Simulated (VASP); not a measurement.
Here is a VASP 6.6.1 calculation.

INCAR

```
PREC = Accurate
ENCUT = 520
EDIFF = 1E-6
ISMEAR = 0
SIGMA = 0.05
LREAL = F
LASPH = T
NELM = 80
ALGO = Normal
ISIF = 2
LWAVE = F
LCHARG = F
GGA = PS
IVDW = 12
NBANDS = 11
```

The input KPOINTS:

```
Automatic mesh
0
Gamma
  15 15 15
```

The input POSCAR:

```
C
1.0
    1.1984022992      0.6918978901      3.2014767339
   -1.1984022992      0.6918978901      3.2014767339
    0.0000000000     -1.3837957801      3.2014767339
C
2
Direct
    0.1665835217      0.1665835217      0.1665835217
    0.8334164783      0.8334164783      0.8334164783
```

Potentials or basis: VASP PAW PBE potentials, release 64 (C).

The run is started by

```bash
$ cat potpaw_PBE.64/C/POTCAR > POTCAR
$ mpirun -np 1 vasp_std > vasp.out
```

(1) Predict the largest force.

(2) What does it give for the dispersion energy per atom?

(3) Estimate the pressure.

## Answers

(1) 0.003 eV/Å.

(2) -0.113 eV.

(3) 27.3 GPa.

Caveat: the cell differs from its parent crystal (the cell strained); the cell stands under pressure; the PAW data sets were made with another functional, which shifts forces and pressure a little.
